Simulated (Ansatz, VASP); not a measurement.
**Sr: VASP beside Ansatz**

```
Sr
1.0
     2.95792    2.95792    0.00000
    -2.95792    2.95792    0.00000
     0.00000    0.00000    5.91584
Sr
2
Direct
  0.00000 0.00000 0.00000
  0.50000 0.50000 0.50000
```

Alike in both runs: task single point; functional PBEsol; k mesh 12 × 12 × 10; occupations gaussian, width 0.1 eV; no spin polarisation.

|  | VASP | Ansatz |
| --- | --- | --- |
| version | VASP 6.6.1 | Ansatz 0.2.0 |
| potentials or method | VASP PAW PBE potentials, release 64 (Sr_sv), cutoff 520 eV | scalar-relativistic, plane waves, PAW |
| valence electrons in the cell | 20 | 20 |

|  | VASP | Ansatz | Ansatz less VASP |
| --- | --- | --- | --- |
| gap on the k mesh at the Fermi level (eV) | none | none | - |
| pressure (GPa) | 0.0 | 0.0 | -0.01 |

VASP's potentials were made for PBE, not for PBEsol. A gap of «none» marks a metal or a gap that the smearing closes.
